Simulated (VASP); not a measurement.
# ZrBr5 (F-43m) in VASP: a series of runs

Runs on ZrBr5. Level: PBE. Tasks: single point, relaxation of cell and atoms.

All numbers are computed with VASP 6.6.1; they aren't measurements. Logs are shortened: lines on timing, memory, paths and dates and some standing lists are left out, and cuts for length are marked.

**1. The cell of the first run**

It takes space group F-43m (No. 216, cubic). Conventional cell: a = 8.557 Å, b = 8.557 Å, c = 8.557 Å, α = 90.00°, β = 90.00°, γ = 90.00°. Zr (site symmetry -43m) has 16 Br at 3.55 to 3.71 Å within 4.7 Å. Within 4.0 Å of Br (site symmetry 3m) lie 9 Br at 3.02 to 3.55 Å and 3 Zr at 3.55 Å. Br (site symmetry -43m) has 12 Br at 3.55 Å and 4 Zr at 3.71 Å within 4.7 Å.

The cell was built from a structure type or drawn by symmetry, and may not be a known phase.

**2. Single point, PBE**

Contents of INCAR:

```
SYSTEM = ZrBr5
PREC     = Accurate       ! precision mode
ENCUT    = 520            ! plane-wave cutoff, eV
EDIFF    = 1E-6           ! SCF threshold, eV
ISMEAR   = 0              ! smearing method
SIGMA    = 0.1            ! smearing width, eV
LREAL    = .False.        ! projectors in reciprocal space
LASPH    = .True.         ! aspherical terms in the spheres
NELM     = 100            ! most SCF steps
ALGO     = Normal         ! electronic algorithm
ISIF     = 2              ! what is computed and relaxed
LWAVE    = .False.        ! write WAVECAR
LCHARG   = .False.        ! write CHGCAR
GGA      = PE             ! functional
NBANDS   = 32             ! bands
```

Contents of KPOINTS:

```
Automatic mesh
0
Gamma
  8 8 8
  0 0 0
```

Contents of POSCAR:

```
ZrBr5
1.0
    0.0000000000      4.2784730823      4.2784730823
    4.2784730823      0.0000000000      4.2784730823
    4.2784730823      4.2784730823      0.0000000000
Zr Br
1 5
Direct
    0.0000000000      0.0000000000      0.0000000000
    0.3749246974      0.8752259079      0.3749246974
    0.3749246974      0.3749246974      0.3749246974
    0.7500000000      0.7500000000      0.7500000000
    0.8752259079      0.3749246974      0.3749246974
    0.3749246974      0.3749246974      0.8752259079
```

Potentials or basis: VASP PAW PBE potentials, release 64 (Zr_sv, Br).

On the command line:

```sh
cat potpaw_PBE.64/Zr_sv/POTCAR potpaw_PBE.64/Br/POTCAR > POTCAR
mpirun -np 1 vasp_std > vasp.out
```

OUTCAR:

```text
SYSTEM = ZrBr5
   PREC = Accurate
   ENCUT = 520
   EDIFF = 1E-6
   ISMEAR = 0
   LREAL = .False.
   LASPH = .True.
   NELM = 100
   ISIF = 2
   GGA = PE

 ion  position               nearest neighbor table
   1  0.000  0.000  0.000-
   2  0.375  0.875  0.375-
   3  0.375  0.375  0.375-
   4  0.750  0.750  0.750-
   5  0.875  0.375  0.375-
   6  0.375  0.375  0.875-

  LATTYP: Found a face centered cubic cell.
 ALAT       =     8.5569461646

  Lattice vectors:

 A1 = (   0.0000000000,   4.2784730823,   4.2784730823)
 A2 = (   4.2784730823,   0.0000000000,   4.2784730823)
 A3 = (   4.2784730823,   4.2784730823,   0.0000000000)

Analysis of symmetry for initial positions (statically):
=====================================================================
 Subroutine PRICEL returns:
 Original cell was already a primitive cell.

 Routine SETGRP: Setting up the symmetry group for a
 face centered cubic supercell.

 Subroutine GETGRP returns: Found 24 space group operations
 (whereof 24 operations were pure point group operations)
 out of a pool of 48 trial point group operations.

The static configuration has the point symmetry T_d .

Analysis of symmetry for dynamics (positions and initial velocities):
=====================================================================
 Subroutine PRICEL returns:
 Original cell was already a primitive cell.

 Routine SETGRP: Setting up the symmetry group for a
 face centered cubic supercell.

 Subroutine GETGRP returns: Found 24 space group operations
 (whereof 24 operations were pure point group operations)
 out of a pool of 48 trial point group operations.

The dynamic configuration has the point symmetry T_d .

 Subroutine INISYM returns: Found 24 space group operations
 (whereof 24 operations are pure point group operations),
 and found     1 'primitive' translations

----------------------------------------------------------------------------------------

                                     Primitive cell

  volume of cell :     156.6377

  direct lattice vectors                    reciprocal lattice vectors
     0.000000000  4.278473082  4.278473082    -0.116864122  0.116864122  0.116864122
     4.278473082  0.000000000  4.278473082     0.116864122 -0.116864122  0.116864122
[... 93 lines left out ...]
   EDIFF  = 0.1E-05   stopping-criterion for ELM
   LREAL  =      F    real-space projection
   EDIFFG = 0.1E-04   stopping-criterion for IOM
   NSW    =      0    number of steps for IOM
   IBRION =     -1    ionic relax: 0-MD 1-quasi-New 2-CG
   NFREE  =      0    steps in history (QN), initial steepest desc. (CG)
   ISIF   =      2    stress and relaxation
   ISYM   =      2    0-nonsym 1-usesym 2-fastsym
   POTIM  = 0.5000    time-step for ionic-motion
   TEBEG  =    0.0;   TEEND  =   0.0 temperature during run
   PSTRESS=    0.0 pullay stress
   NELECT =      47.0000    total number of electrons
   NUPDOWN=      -1.0000    fix difference up-down
   EMIN   =  10.00;   EMAX   =-10.00  energy-range for DOS
   EFERMI =   0.00;   METHOD = LEGACY
   ISMEAR =     0;   SIGMA  =   0.10  broadening in eV -4-tet -1-fermi 0-gaus
   EFERMI_NEDOS =   21; number of points for ismear=-14 and -15
   IALGO  =     38    algorithm
   IMIX   =      4    mixing-type and parameters
     AMIX     =   0.40;   BMIX     =  1.00
     AMIX_MAG =   1.60;   BMIX_MAG =  1.00
  volume/ion in A,a.u.               =      26.11       176.17
  Fermi-wavevector in a.u.,A,eV,Ry     =   1.095995  2.071131 16.343392  1.201205
  Thomas-Fermi vector in A             =   2.232329
   LORBIT       =      0    0 simple, 1 ext, 2 COOP (PROOUT), +10 PAW based schemes
   GGA     = PE    functional components
   LHFCALC =     F    Hartree Fock is set to
   AEXX    =    0.0000 exact exchange contribution
   IVDW    =     0    specifies the selected vdW correction
   LEPSILON=     F    determine dielectric tensor
   LRPA    =     F    only Hartree local field effects (RPA)
 non-spin polarized calculation
 Gauss-broadening in eV      SIGMA  =   0.10
  energy-cutoff  :      520.00
  volume of cell :      156.64
 maximum number of plane-waves:      4279
 NGX is ok and might be reduce to    48
   NGX = 23   NGY = 23   NGZ = 23

 number of electron      47.0000009 magnetization

 Free energy of the ion-electron system (eV)
  ---------------------------------------------------
  ext. energy  EPLUGINS =         0.00000000
  ---------------------------------------------------
  free energy    TOTEN  =       -14.51194867 eV

  energy without entropy =      -14.47031609  energy(sigma->0) =      -14.49113238

 E-fermi :   3.8972     XC(G=0):  -9.5191

 val. band max:        3.8938790495   @ k =   0.1250   0.0000   0.0000
 cond. band min:       3.9142679878   @ k =   0.5000   0.3750   0.0000
 fundamental gap:      0.0203889383
 Fermi energy:         3.8971563811

 k-point     1 :       0.0000    0.0000    0.0000
  band No.  band energies     occupation
      1     -47.7093      2.00000
      2     -25.5808      2.00000
      3     -25.5808      2.00000
      4     -25.5808      2.00000
      5     -12.4456      2.00000
      6     -10.3807      2.00000
[... 829 lines left out ...]
     31       9.1505      0.00000
     32       9.7004      0.00000

 [... further k-points ...]

------------------------ aborting loop because EDIFF is reached ----------------------------------------

  FORCE on cell =-STRESS in cart. coord.  units (eV):
  Direction    XX          YY          ZZ          XY          YZ          ZX
  --------------------------------------------------------------------------------------
  -------------------------------------------------------------------------------------
  Total        0.0117501      0.0117501      0.0117501     -0.0000000      0.0000000     -0.0000000
  in kB        0.1201861      0.1201861      0.1201861     -0.0000000      0.0000000     -0.0000000
  external PRESSURE =       0.1201861 kB  Pullay stress =       0.0000000 kB

 VOLUME and BASIS-vectors are now :
 -----------------------------------------------------------------------------
  energy-cutoff  :      520.00
  volume of cell :      156.64
      direct lattice vectors                 reciprocal lattice vectors
     0.000000000  4.278473082  4.278473082    -0.116864122  0.116864122  0.116864122
     4.278473082  0.000000000  4.278473082     0.116864122 -0.116864122  0.116864122
     4.278473082  4.278473082  0.000000000     0.116864122  0.116864122 -0.116864122

 POSITION                                       TOTAL-FORCE (eV/Angst)
 -----------------------------------------------------------------------------------
      0.00000      0.00000      0.00000         0.000000      0.000000      0.000000
      5.34874      3.20821      5.34874         0.006906     -0.006906      0.006906
      3.20821      3.20821      3.20821        -0.006906     -0.006906     -0.006906
      6.41771      6.41771      6.41771         0.000000      0.000000      0.000000
      3.20821      5.34874      5.34874        -0.006906      0.006906      0.006906
      5.34874      5.34874      3.20821         0.006906      0.006906     -0.006906
 -----------------------------------------------------------------------------------
    total drift:                               -0.000001     -0.000001     -0.000001

  FREE ENERGIE OF THE ION-ELECTRON SYSTEM (eV)
  ---------------------------------------------------
  free  energy   TOTEN  =       -14.5119486656 eV

  energy  without entropy=      -14.4703160878  energy(sigma->0) =      -14.49113238
```

OSZICAR:

```text
N       E                     dE             d eps       ncg     rms          rms(c)
DAV:   1     0.346242272924E+03    0.34624E+03   -0.21160E+04  1856   0.130E+03
DAV:   2     0.656661671618E+01   -0.33968E+03   -0.32326E+03  2448   0.269E+02
DAV:   3    -0.201785689891E+02   -0.26745E+02   -0.26245E+02  2800   0.747E+01
DAV:   4    -0.206903425920E+02   -0.51177E+00   -0.50951E+00  2352   0.102E+01
DAV:   5    -0.207017508134E+02   -0.11408E-01   -0.11401E-01  2560   0.128E+00    0.139E+01
DAV:   6    -0.154916698245E+02    0.52101E+01   -0.40292E+00  1936   0.109E+01    0.107E+01
DAV:   7    -0.160233379111E+02   -0.53167E+00   -0.98140E+00  1896   0.109E+01    0.709E+00
DAV:   8    -0.147466622151E+02    0.12767E+01   -0.66949E-01  1856   0.552E+00    0.450E+00
DAV:   9    -0.145846991798E+02    0.16196E+00   -0.73534E-01  1888   0.330E+00    0.205E+00
DAV:  10    -0.145786979680E+02    0.60012E-02   -0.92192E-02  2024   0.192E+00    0.217E+00
DAV:  11    -0.145439846893E+02    0.34713E-01   -0.19802E-01  2096   0.168E+00    0.124E+00
DAV:  12    -0.145162758065E+02    0.27709E-01   -0.89692E-03  2144   0.562E-01    0.512E-01
DAV:  13    -0.145126334567E+02    0.36423E-02   -0.56347E-03  2112   0.419E-01    0.233E-01
DAV:  14    -0.145120142626E+02    0.61919E-03   -0.15230E-03  2192   0.173E-01    0.965E-02
DAV:  15    -0.145123627117E+02   -0.34845E-03   -0.99008E-05  2136   0.572E-02    0.163E-01
DAV:  16    -0.145119542880E+02    0.40842E-03   -0.16093E-04  2304   0.782E-02    0.240E-02
DAV:  17    -0.145119488428E+02    0.54452E-05   -0.37677E-05  2208   0.272E-02    0.172E-02
DAV:  18    -0.145119486656E+02    0.17726E-06   -0.11187E-06  1536   0.497E-03
   1 F= -.14511949E+02 E0= -.14491132E+02  d E =-.416326E-01
```

stdout:

```text
POSCAR found type information on POSCAR ZrBr
 POSCAR found :  2 types and       6 ions
 scaLAPACK will be used
 LDA part: xc-table for (Slater+PW92), standard interpolation
 POSCAR, INCAR and KPOINTS ok, starting setup
 FFT: planning ... GRIDC
 FFT: planning ... GRID_SOFT
 FFT: planning ... GRID
 WAVECAR not read
 entering main loop
```

Wall time 3.6 min (1 thread of AMD EPYC 7R13 (Zen 3), shared host); peak memory 0.36 GiB.

What came out:

* Free energy: -14.5119 eV
* Pressure: 0.0 GPa
* Largest force: 0.012 eV/Å
* Band gap on the k mesh: zero (an odd number of electrons rules out a gap without spin polarisation)

Forces on the atoms (eV/Å):
```
Zr   0.000  0.000  0.000
Br   0.007 -0.007  0.007
Br  -0.007 -0.007 -0.007
Br   0.000  0.000  0.000
Br  -0.007  0.007  0.007
Br   0.007  0.007 -0.007
```

Caveat: an odd number of electrons without spin polarisation forces a metal; a magnetic or distorted state may lie lower.

**3. Relaxation of cell and atoms, PBE**

Contents of INCAR:

```
PREC     = Accurate       # precision mode
ENCUT    = 600            # plane-wave cutoff, eV
EDIFF    = 1E-7           # SCF threshold, eV
ISMEAR   = 0              # smearing method
SIGMA    = 0.1            # smearing width, eV
LREAL    = False          # projectors in reciprocal space
LASPH    = True           # aspherical terms in the spheres
NELM     = 100            # most SCF steps
ALGO     = Normal         # electronic algorithm
ISIF     = 3              # what is computed and relaxed
LWAVE    = False          # write WAVECAR
LCHARG   = False          # write CHGCAR
GGA      = PE             # functional
IBRION   = 2              # ionic algorithm
NSW      = 100            # ionic steps
EDIFFG   = -0.01          # ionic threshold
```

Contents of KPOINTS:

```
regular mesh
0
Gamma
  8 8 8
```

POSCAR is that of step 2.

Potentials or basis: VASP PAW PBE potentials, release 64 (Zr_sv, Br).

On the command line:

```sh
cat potpaw_PBE.64/Zr_sv/POTCAR potpaw_PBE.64/Br/POTCAR > POTCAR
mpirun -np 1 vasp_std > vasp.out
```

It took 5.4 min on 1 thread of AMD EPYC 7R13 (Zen 3), shared host; peak memory 0.39 GiB.

Results (log left out):

```yaml
Free_energy: -14.5115 eV
Relaxed_volume: 26.11 Å³/atom
Relaxed_cell: a = 6.051 Å, b = 6.051 Å, c = 6.051 Å, α = 60.00°, β = 60.00°, γ = 60.00°
Space_group_after_relaxing_to_0.1_Å: F-43m (No. 216)
Energy_gained_by_relaxing: 0.0 meV/atom
Ionic_steps: 2
Pressure_after_relaxing: 0.0 GPa
Band_gap_on_the_k_mesh: zero (an odd number of electrons rules out a gap without spin polarisation)
```

Forces on the atoms (eV/Å):
```
Zr   0.000  0.000  0.000
Br   0.001 -0.001  0.001
Br  -0.001 -0.001 -0.001
Br   0.000  0.000  0.000
Br  -0.001  0.001  0.001
Br   0.001  0.001 -0.001
```

Final structure:
```
Zr Br
1.0
     0.00000    4.27872    4.27872
     4.27872    0.00000    4.27872
     4.27872    4.27872    0.00000
Zr Br
1 5
Direct
  0.00000 0.00000 0.00000
  0.37489 0.87534 0.37489
  0.37489 0.37489 0.37489
  0.75000 0.75000 0.75000
  0.87534 0.37489 0.37489
  0.37489 0.37489 0.87534
```

Levels at points of the mesh, in eV from the Fermi level:
```
           k point  band 20  band 21  band 22  band 23  band 24  band 25  band 26  band 27  band 28
(0.00, 0.00, 0.00)    -0.49    -0.49     0.37     0.37     0.37     0.48     0.58     0.58     0.61
(0.50, 0.00, 0.00)    -1.37    -1.37    -0.46    -0.08    -0.08    -0.03     0.52     0.52     0.88
(0.50, 0.50, 0.00)    -1.78    -1.60    -1.60     0.04     0.04     0.12     0.21     0.63     0.63
```

Caveat: an odd number of electrons without spin polarisation forces a metal; a magnetic or distorted state may lie lower.

**4. Single point, PBE**

Contents of INCAR:

```
  PREC = Accurate
  ENCUT = 520
  EDIFF = 1E-6
  ISMEAR = 0
  SIGMA = 0.1
  LREAL = False
  LASPH = True
  NELM = 100
  ALGO = Normal
  ISIF = 2
  LWAVE = False
  LCHARG = False
  GGA = PE
  NBANDS = 32
```

KPOINTS is that of step 3.

POSCAR is that of step 3.

On the command line:

```sh
cat potpaw_PBE.64/Zr_sv/POTCAR potpaw_PBE.64/Br/POTCAR > POTCAR
mpirun -np 1 vasp_std > vasp.out
```

Wall time 3.7 min (1 thread of AMD EPYC 7R13 (Zen 3), shared host); peak memory 0.36 GiB.

Results (log left out):

```yaml
Free_energy: -14.5119 eV
Pressure: 0.0 GPa
Largest_force: 0.012 eV/Å
Band_gap_on_the_k_mesh: zero (an odd number of electrons rules out a gap without spin polarisation)
```

Forces on the atoms (eV/Å):
```
Zr   0.000  0.000  0.000
Br   0.007 -0.007  0.007
Br  -0.007 -0.007 -0.007
Br   0.000  0.000  0.000
Br  -0.007  0.007  0.007
Br   0.007  0.007 -0.007
```

Levels at points of the mesh, in eV from the Fermi level:
```csv
k point,band 22,band 23,band 24,band 25,band 26,band 27
"(0.00, 0.00, 0.00)",0.37,0.37,0.37,0.48,0.58,0.58
"(0.50, 0.00, 0.00)",-0.46,-0.08,-0.08,-0.03,0.52,0.52
"(0.50, 0.50, 0.00)",-1.60,0.04,0.04,0.12,0.21,0.63
```

Caveat: an odd number of electrons without spin polarisation forces a metal; a magnetic or distorted state may lie lower.
